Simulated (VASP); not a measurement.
Wanted: the native input for a VASP 6.6.1 run.

- Task: single point
- Functional: PBEsol
- Potentials or basis: VASP PAW PBE potentials, release 64 (Ti_sv)
- Cutoff: 520 eV
- k mesh: 12 × 12 × 14
- Occupations: gaussian, width 0.15 eV
- Spin: no spin polarisation
- Dipole correction: no
- Further INCAR settings: ALGO = Fast; EDIFF = 1e-06; NBANDS = 25

The structure of Ti lies in POSCAR:

```
Ti
1.0
    4.5691000000      0.0000000000      0.0000000000
   -2.2845500000      3.9569566724      0.0000000000
    0.0000000000      0.0000000000      2.5297000000
Ti
3
Direct
    0.0000000000      0.0000000000      0.0000000000
    0.3333333333      0.6666666667      0.5000000000
    0.6666666667      0.3333333333      0.5000000000
```

This isn't the form of Ti at room conditions, which is hcp.

One way to write it, as run:

INCAR

```
  PREC = Accurate
  ENCUT = 520
  EDIFF = 1E-6
  ISMEAR = 0
  SIGMA = 0.15
  LREAL = False
  LASPH = True
  NELM = 100
  ALGO = Fast
  ISIF = 2
  LWAVE = False
  LCHARG = True
  GGA = PS
  LELF = True
  LVHAR = True
  NBANDS = 25
```

KPOINTS

```
regular mesh
0
Gamma
  12 12 14
```

Potentials or basis: VASP PAW PBE potentials, release 64 (Ti_sv).

The run is started by

```sh
$ cat potpaw_PBE.64/Ti_sv/POTCAR > POTCAR
$ mpirun -np 1 vasp_std > vasp.out
```

Results of the run:

```yaml
Pressure: 11.0 GPa
Band_gap_on_the_k_mesh: zero (bands 18 and 19 overlap by 0.67 eV)
```

Caveat: the cell stands under pressure; the PAW data sets were made with another functional, which shifts forces and pressure a little.

It took 12 min on 1 thread of Intel(R) Xeon(R) Platinum 8259CL CPU @ 2.50GHz (Skylake/Cascade Lake), on a shared host, peak memory 0.26 GiB.
